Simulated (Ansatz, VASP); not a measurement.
One calculation of ZnSe, two programs

File INCAR:

```
ALGO = Normal
EDIFF = 1E-6
ENCUT = 520
GGA = CA
ISIF = 2
ISMEAR = 0
LASPH = True
LCHARG = False
LREAL = False
LWAVE = False
NBANDS = 26
NELM = 60
PREC = Accurate
SIGMA = 0.05
```

Contents of KPOINTS:

```
k-points
0
Gamma
  8 8 6
```

The input POSCAR:

```
ZnSe
1.0
    3.7875101274      0.0000000000      0.0000000000
    0.0000000000      3.7875101274      0.0000000000
    0.0000000000      0.0000000000      4.9987337378
Zn Se
2 2
Direct
    0.0000000000      0.0000000000      0.0000000000
    0.5000000000      0.5000000000      0.0000000000
    0.0000000000      0.5000000000      0.2984995820
    0.5000000000      0.0000000000      0.7015004180
```

Input for Ansatz:

```yaml
crystal:
  lattice:
    - [3.7875101274, 0.0, 0.0]
    - [0.0, 3.7875101274, 0.0]
    - [0.0, 0.0, 4.9987337378]
  atoms:
    - { symbol: Zn, position: [0.0, 0.0, 0.0] }
    - { symbol: Zn, position: [0.5, 0.5, 0.0] }
    - { symbol: Se, position: [0.0, 0.5, 0.298499582] }
    - { symbol: Se, position: [0.5, 0.0, 0.701500418] }
basis:
  ecutwfc: 520.0
kpoints:
  mp_grid: { grid: [8, 8, 6] }
hamiltonian:
  xc: lda
scf:
  occupations: { method: gaussian, width: 0.05 }
output:
  forces: true
  stress: true
  eigenvalues: true
```

Alike in both runs: task single point; functional LDA; k mesh 8 × 8 × 6; occupations gaussian, width 0.05 eV; no spin polarisation.

|  | VASP | Ansatz |
| --- | --- | --- |
| version | VASP 6.6.1 | Ansatz 0.2.0 |
| potentials or method | VASP PAW LDA potentials, release 64 (Zn, Se), cutoff 520 eV | scalar-relativistic, plane waves, PAW |
| valence electrons in the cell | 36 | 56 |

```tsv
	VASP	Ansatz	Ansatz less VASP
gap on the k mesh at the Fermi level (eV)	1.55	1.52	-0.032
least direct gap on the mesh (eV)	1.55	1.52	-0.032
pressure (GPa)	10.6	10.0	-0.66
traceless stress, the component that is largest in VASP (GPa)	-1.98	-1.98	-0.004
rms of the force components (eV/Å)	0.227	0.192	-0.0355
```

LDA's correlation is that of Perdew and Zunger in VASP and of Perdew and Wang (1992) in Ansatz. Atom by atom the forces differ by 0.035 eV/Å (rms over components). VASP's potentials hold 36 valence electrons a cell and Ansatz's 56, so a difference there can come from the potentials and not from the codes.
